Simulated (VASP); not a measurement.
# Ge (Cmmm) in VASP: further runs

Runs on Ge. Level: PBE. Tasks: single point.

Program: VASP 6.6.1. These are calculated values, not measurements. Logs are shortened: lines on timing, memory, paths and dates and some standing lists are left out, and cuts for length are marked.

### 1 The cell of the first run

It takes space group Cmmm (No. 65, orthorhombic). The conventional cell has a = 2.724 Å, b = 5.071 Å, c = 2.833 Å, α = 90.00°, β = 90.00°, γ = 90.00°. Ge (site symmetry mmm) has 8 Ge at 2.72 to 2.88 Å within 3.6 Å.

### 2 Single point, PBE (strain -0.025 along x and y, +0.050 along z)

The input, INCAR:

```
SYSTEM = Ge
  PREC = Accurate
  ENCUT = 520
  EDIFF = 1E-6
  ISMEAR = 0
  SIGMA = 0.15
  LREAL = .FALSE.
  LASPH = .TRUE.
  NELM = 60
  ALGO = Normal
  ISIF = 2
  LWAVE = .FALSE.
  LCHARG = .TRUE.
  GGA = PE
  LELF = .TRUE.
  LVHAR = .TRUE.
  NBANDS = 13
```

The input, KPOINTS:

```
regular mesh
0
G
  20 20 18
  0 0 0
```

The input, POSCAR:

```
Ge
1.0
    1.3622202750     -2.5355031000      0.0000000000
    1.3622202750      2.5355031000      0.0000000000
    0.0000000000      0.0000000000      2.8331425500
Ge
1
Direct
    0.5000000000      0.5000000000      0.0000000000
```

Potentials or basis: VASP PAW PBE potentials, release 64 (Ge_d).

On the command line:

```console
cat potpaw_PBE.64/Ge_d/POTCAR > POTCAR
mpirun -np 1 vasp_std > vasp.out
```

OUTCAR:

```text
SYSTEM = Ge
   PREC = Accurate
   ENCUT = 520
   EDIFF = 1E-6
   ISMEAR = 0
   LREAL = .FALSE.
   LASPH = .TRUE.
   NELM = 60
   ISIF = 2
   GGA = PE

 ion  position               nearest neighbor table
   1  0.500  0.500  0.000-

  LATTYP: Found a base centered orthorhombic cell.
 ALAT       =     2.7244405500
 B/A-ratio  =     1.8613018368
 C/A-ratio  =     1.0398988335

  Lattice vectors:

 A1 = (   1.3622202750,  -2.5355031000,   0.0000000000)
 A2 = (   1.3622202750,   2.5355031000,   0.0000000000)
 A3 = (   0.0000000000,   0.0000000000,   2.8331425500)

Analysis of symmetry for initial positions (statically):
=====================================================================
 Subroutine PRICEL returns:
 Original cell was already a primitive cell.

 Routine SETGRP: Setting up the symmetry group for a
 base centered orthorhombic supercell.

 Subroutine GETGRP returns: Found  8 space group operations
 (whereof  8 operations were pure point group operations)
 out of a pool of  8 trial point group operations.

The static configuration has the point symmetry D_2h.

Analysis of symmetry for dynamics (positions and initial velocities):
=====================================================================
 Subroutine PRICEL returns:
 Original cell was already a primitive cell.

 Routine SETGRP: Setting up the symmetry group for a
 base centered orthorhombic supercell.

 Subroutine GETGRP returns: Found  8 space group operations
 (whereof  8 operations were pure point group operations)
 out of a pool of  8 trial point group operations.

The dynamic configuration has the point symmetry D_2h.

 Subroutine INISYM returns: Found  8 space group operations
 (whereof  8 operations are pure point group operations),
 and found     1 'primitive' translations

----------------------------------------------------------------------------------------

                                     Primitive cell

  volume of cell :      19.5709

  direct lattice vectors                    reciprocal lattice vectors
     1.362220275 -2.535503100  0.000000000     0.367047833 -0.197199522  0.000000000
     1.362220275  2.535503100  0.000000000     0.367047833  0.197199522  0.000000000
     0.000000000  0.000000000  2.833142550     0.000000000  0.000000000  0.352964943

  length of vectors
     2.878266848  2.878266848  2.833142550     0.416667449  0.416667449  0.352964943

  position of ions in fractional coordinates (direct lattice)
     0.500000000  0.500000000  0.000000000

  ion indices of the primitive-cell ions
   primitive index   ion index
                 1           1

----------------------------------------------------------------------------------------

 KPOINTS: regular mesh

Automatic generation of k-mesh.
 Grid dimensions read from file:
 generate k-points for:   20   20   18

 Generating k-lattice:

  Cartesian coordinates                     Fractional coordinates (reciprocal lattice)
     0.018352392 -0.009859976  0.000000000     0.050000000  0.000000000  0.000000000
     0.018352392  0.009859976  0.000000000     0.000000000  0.050000000  0.000000000
     0.000000000  0.000000000  0.019609164     0.000000000  0.000000000  0.055555556

  Length of vectors
     0.020833372  0.020833372  0.019609164

  Shift w.r.t. Gamma in fractional coordinates (k-lattice)
     0.000000000  0.000000000  0.000000000

 Subroutine IBZKPT returns following result:
 ===========================================

 Found   1110 irreducible k-points:

 Following reciprocal coordinates:
            Coordinates               Weight
  0.000000  0.000000  0.000000      1.000000
  0.050000  0.000000  0.000000      4.000000
  0.100000 -0.000000  0.000000      4.000000
  0.150000  0.000000  0.000000      4.000000
  0.200000 -0.000000  0.000000      4.000000
  0.250000  0.000000  0.000000      4.000000
[... 16 lines left out ...]
 -0.400000  0.050000  0.000000      4.000000
 -0.350000  0.050000  0.000000      4.000000
 [... further k-points ...]
   k-points           NKPTS =   1110   k-points in BZ     NKDIM =   1110   number of bands    NBANDS=     13
   number of dos      NEDOS =    301   number of ions     NIONS =      1
   total plane-waves  NPLWV =  13824
   dimension x,y,z NGX =    24 NGY =   24 NGZ =   24
   dimension x,y,z NGXF=    48 NGYF=   48 NGZF=   48
   ions per type =               1
   NGX,Y,Z   is equivalent  to a cutoff of  13.86, 13.86, 14.08 a.u.
   NGXF,Y,Z  is equivalent  to a cutoff of  27.72, 27.72, 28.17 a.u.
 SYSTEM =  Ge
   PREC   = accura    normal or accurate (medium, high low for compatibility)
   ISTART =      0    job   : 0-new  1-cont  2-samecut
   ICHARG =      2    charge: 1-file 2-atom 10-const
   ISPIN  =      1    spin polarized calculation?
   LNONCOLLINEAR =      F non collinear calculations
   LSORBIT =      F    spin-orbit coupling
   LASPH  =      T    aspherical Exc in radial PAW
   ENCUT  =  520.0 eV  38.22 Ry    6.18 a.u.   5.35  5.35  5.27*2*pi/ulx,y,z
   NELM   =     60;   NELMIN=  2; NELMDL= -5     # of ELM steps
   EDIFF  = 0.1E-05   stopping-criterion for ELM
   LREAL  =      F    real-space projection
   EDIFFG = 0.1E-04   stopping-criterion for IOM
   NSW    =      0    number of steps for IOM
   IBRION =     -1    ionic relax: 0-MD 1-quasi-New 2-CG
   NFREE  =      0    steps in history (QN), initial steepest desc. (CG)
   ISIF   =      2    stress and relaxation
   ISYM   =      2    0-nonsym 1-usesym 2-fastsym
   POTIM  = 0.5000    time-step for ionic-motion
   TEBEG  =    0.0;   TEEND  =   0.0 temperature during run
   PSTRESS=    0.0 pullay stress
   NELECT =      14.0000    total number of electrons
   NUPDOWN=      -1.0000    fix difference up-down
   EMIN   =  10.00;   EMAX   =-10.00  energy-range for DOS
   EFERMI =   0.00;   METHOD = LEGACY
   ISMEAR =     0;   SIGMA  =   0.15  broadening in eV -4-tet -1-fermi 0-gaus
   EFERMI_NEDOS =   21; number of points for ismear=-14 and -15
   IALGO  =     38    algorithm
   IMIX   =      4    mixing-type and parameters
     AMIX     =   0.40;   BMIX     =  1.00
     AMIX_MAG =   1.60;   BMIX_MAG =  1.00
  volume/ion in A,a.u.               =      19.57       132.07
  Fermi-wavevector in a.u.,A,eV,Ry     =   1.464134  2.766812 29.166657  2.143689
  Thomas-Fermi vector in A             =   2.580146
   LORBIT       =      0    0 simple, 1 ext, 2 COOP (PROOUT), +10 PAW based schemes
   GGA     = PE    functional components
   LHFCALC =     F    Hartree Fock is set to
   AEXX    =    0.0000 exact exchange contribution
   IVDW    =     0    specifies the selected vdW correction
   LEPSILON=     F    determine dielectric tensor
   LRPA    =     F    only Hartree local field effects (RPA)
 non-spin polarized calculation
 Gauss-broadening in eV      SIGMA  =   0.15
  energy-cutoff  :      520.00
  volume of cell :       19.57
 maximum number of plane-waves:       544
 NGX is ok and might be reduce to    24
   NGX = 11   NGY = 11   NGZ = 11

 number of electron      13.9999990 magnetization

 Free energy of the ion-electron system (eV)
  ---------------------------------------------------
  ext. energy  EPLUGINS =         0.00000000
  ---------------------------------------------------
  free energy    TOTEN  =        -4.23679243 eV

  energy without entropy =       -4.23183324  energy(sigma->0) =       -4.23431283

 E-fermi :   6.2288     XC(G=0): -11.0409

 val. band max:        6.2260658840   @ k =   0.3000   0.3000   0.4444
 cond. band min:       6.2303850900   @ k =   0.3000   0.0000   0.0000
 fundamental gap:      0.0043192060
 Fermi energy:         6.2287931399

 k-point     1 :       0.0000    0.0000    0.0000
  band No.  band energies     occupation
      1     -18.5008      2.00000
      2     -18.4704      2.00000
      3     -18.4112      2.00000
      4     -18.3159      2.00000
      5     -18.2959      2.00000
      6      -6.6904      2.00000
      7      11.1105      0.00000
      8      14.4592      0.00000
      9      15.0246      0.00000
     10      16.1160      0.00000
     11      19.5424      0.00000
     12      22.2189      0.00000
     13      22.2432      0.00000

 k-point     2 :       0.0500    0.0000    0.0000
  band No.  band energies     occupation
      1     -18.4977      2.00000
      2     -18.4678      2.00000
      3     -18.4117      2.00000
      4     -18.3164      2.00000
      5     -18.2975      2.00000
      6      -6.6260      2.00000
      7      11.1745      0.00000
      8      14.1477      0.00000
      9      14.9410      0.00000
     10      15.7130      0.00000
     11      19.6546      0.00000
     12      20.9093      0.00000
     13      22.7415      0.00000

 k-point     3 :       0.1000   -0.0000    0.0000
  band No.  band energies     occupation
      1     -18.4895      2.00000
      2     -18.4602      2.00000
      3     -18.4124      2.00000
      4     -18.3181      2.00000
      5     -18.3022      2.00000
      6      -6.4327      2.00000
      7      11.3655      0.00000
      8      13.2492      0.00000
      9      14.1159      0.00000
     10      15.5724      0.00000
     11      18.9681      0.00000
     12      21.1201      0.00000
     13      23.9188      0.00000

 k-point     4 :       0.1500    0.0000    0.0000
  band No.  band energies     occupation
      1     -18.4800      2.00000
      2     -18.4488      2.00000
      3     -18.4098      2.00000
      4     -18.3213      2.00000
      5     -18.3088      2.00000
      6      -6.1102      2.00000
      7      11.6803      0.00000
      8      11.6804      0.00000
      9      13.2498      0.00000
     10      15.7702      0.00000
     11      17.9883      0.00000
     12      22.2389      0.00000
     13      25.3846      0.00000

 k-point     5 :       0.2000   -0.0000    0.0000
  band No.  band energies     occupation
      1     -18.4746      2.00000
      2     -18.4364      2.00000
      3     -18.3981      2.00000
      4     -18.3274      2.00000
      5     -18.3151      2.00000
      6      -5.6585      2.00000
      7       9.8547      0.00000
      8      12.1127      0.00000
      9      12.5294      0.00000
     10      15.9676      0.00000
     11      17.2881      0.00000
     12      23.6202      0.00000
     13      26.9098      0.00000
[... 257 lines left out ...]
 k-point    22 :      -0.4500    0.0500    0.0000
  band No.  band energies     occupation
      1     -18.4944      2.00000
      2     -18.3849      2.00000
      3     -18.3663      2.00000
      4     -18.3285      2.00000
      5     -18.3061      2.00000
      6      -2.1453      2.00000
      7       2.4213      2.00000
      8       9.7625      0.00000
      9      14.9480      0.00000
     10      15.3920      0.00000
     11      19.7576      0.00000
     12      22.1960      0.00000
     13      23.4190      0.00000

 k-point    23 :      -0.4000    0.0500    0.0000
  band No.  band energies     occupation
      1     -18.4890      2.00000
      2     -18.3931      2.00000
      3     -18.3596      2.00000
      4     -18.3267      2.00000
      5     -18.3230      2.00000
      6      -3.1036      2.00000
      7       3.8912      2.00000
      8       9.9389      0.00000
      9      14.3064      0.00000
     10      15.7107      0.00000
     11      18.8503      0.00000
     12      23.3107      0.00000
     13      24.7801      0.00000

 k-point    24 :      -0.3500    0.0500    0.0000
  band No.  band energies     occupation
      1     -18.4822      2.00000
      2     -18.4058      2.00000
      3     -18.3510      2.00000
      4     -18.3436      2.00000
      5     -18.3241      2.00000
      6      -3.9777      2.00000
      7       5.5127      2.00000
      8      10.2494      0.00000
      9      13.6139      0.00000
     10      16.1063      0.00000
     11      18.1061      0.00000
     12      24.6983      0.00000
     13      26.1041      0.00000

 [... further k-points ...]

------------------------ aborting loop because EDIFF is reached ----------------------------------------

  FORCE on cell =-STRESS in cart. coord.  units (eV):
  Direction    XX          YY          ZZ          XY          YZ          ZX
  --------------------------------------------------------------------------------------
  -------------------------------------------------------------------------------------
  Total        0.6177186      0.2723149     -0.8594412      0.0000000      0.0000000      0.0000000
  in kB       50.5698136     22.2931798    -70.3585436      0.0000000      0.0000000      0.0000000
  external PRESSURE =       0.8348166 kB  Pullay stress =       0.0000000 kB

 VOLUME and BASIS-vectors are now :
 -----------------------------------------------------------------------------
  energy-cutoff  :      520.00
  volume of cell :       19.57
      direct lattice vectors                 reciprocal lattice vectors
     1.362220275 -2.535503100  0.000000000     0.367047833 -0.197199522  0.000000000
     1.362220275  2.535503100  0.000000000     0.367047833  0.197199522  0.000000000
     0.000000000  0.000000000  2.833142550     0.000000000  0.000000000  0.352964943

 POSITION                                       TOTAL-FORCE (eV/Angst)
 -----------------------------------------------------------------------------------
      1.36222      0.00000      0.00000         0.000000     -0.000000      0.000000
 -----------------------------------------------------------------------------------
    total drift:                               -0.000000     -0.000000     -0.000000

  FREE ENERGIE OF THE ION-ELECTRON SYSTEM (eV)
  ---------------------------------------------------
  free  energy   TOTEN  =        -4.2367924283 eV

  energy  without entropy=       -4.2318332366  energy(sigma->0) =       -4.23431283
```

It took 4.3 min on 1 thread of AMD EPYC 7R13 (Zen 3), shared host; peak memory 0.32 GiB.

What came out:

```yaml
Free_energy: -4.2368 eV
Pressure: 0.1 GPa
Band_gap_on_the_k_mesh: zero (band 7 reaches 11.68 eV, above the bottom of band 8 at 3.53 eV)
```

Levels at points of the mesh, in eV from the Fermi level:
```tsv
k point	band 4	band 5	band 6	band 7	band 8	band 9	band 10	band 11
(0.00, 0.00, 0.00)	-24.54	-24.52	-12.92	4.88	8.23	8.80	9.89	13.31
(0.50, 0.00, 0.00)	-24.56	-24.52	-7.29	-5.28	4.16	8.17	9.20	14.99
(0.50, 0.50, 0.00)	-24.54	-24.53	-8.24	-5.52	6.07	8.47	9.91	14.59
(0.00, 0.00, 0.50)	-24.59	-24.56	-9.90	-5.69	10.46	12.11	16.27	17.24
(0.50, 0.00, 0.50)	-24.53	-24.47	-3.94	-2.85	-1.10	3.65	6.42	11.66
(0.50, 0.50, 0.50)	-24.53	-24.49	-4.98	-3.03	-1.80	3.22	8.34	13.58
```

Caveat: the cell differs from its parent crystal (strain -0.025 along x and y, +0.050 along z).

### 3 Single point, PBE (strain +0.025 along x and y, -0.050 along z)

The input, INCAR:

```
SYSTEM = Ge
PREC = Accurate
ENCUT = 520
EDIFF = 1E-7
ISMEAR = 0
SIGMA = 0.15
LREAL = .False.
LASPH = .True.
NELM = 60
ALGO = Normal
ISIF = 2
LWAVE = .False.
LCHARG = .False.
GGA = PE
NBANDS = 13
```

The input, KPOINTS:

```
Automatic mesh
0
Gamma
  20 20 18
  0 0 0
```

The input, POSCAR:

```
Ge
1.0
    1.4320777250     -2.6655289000      0.0000000000
    1.4320777250      2.6655289000      0.0000000000
    0.0000000000      0.0000000000      2.5633194500
Ge
1
Direct
    0.5000000000      0.5000000000      0.0000000000
```

Potentials or basis: VASP PAW PBE potentials, release 64 (Ge_d).

On the command line:

```console
cat potpaw_PBE.64/Ge_d/POTCAR > POTCAR
mpirun -np 1 vasp_std > vasp.out
```

Run time: 4.8 min. Hardware: 1 thread of AMD EPYC 7R13 (Zen 3), shared host; peak memory 0.32 GiB.

Results (log left out):

| Property | Result |
| --- | --- |
| Free energy | -4.2300 eV |
| Pressure | 0.2 GPa |
| Band gap on the k mesh | zero (band 7 reaches 12.36 eV, above the bottom of band 8 at 3.18 eV) |

Stress tensor (GPa, compression positive):
```
-3.32  0.00  0.00
 0.00 -5.05  0.00
 0.00  0.00  8.93
```

Levels at points of the mesh, in eV from the Fermi level:
```
           k point  band 5  band 6  band 7  band 8  band 9  band 10
(0.00, 0.00, 0.00)  -24.56  -12.94    6.01    7.38    8.68    10.50
(0.50, 0.00, 0.00)  -24.59   -8.42   -5.39    2.68    6.75    12.15
(0.50, 0.50, 0.00)  -24.57   -9.20   -5.57    4.33    8.32    11.54
(0.00, 0.00, 0.50)  -24.55   -8.27   -5.73    9.57   10.94    15.04
(0.50, 0.00, 0.50)  -24.47   -3.29   -2.17   -1.60    3.70     6.28
(0.50, 0.50, 0.50)  -24.49   -4.19   -2.75   -1.73    3.37     7.93
```

Caveat: the cell differs from its parent crystal (strain +0.025 along x and y, -0.050 along z).

[end of part 1 of 2]
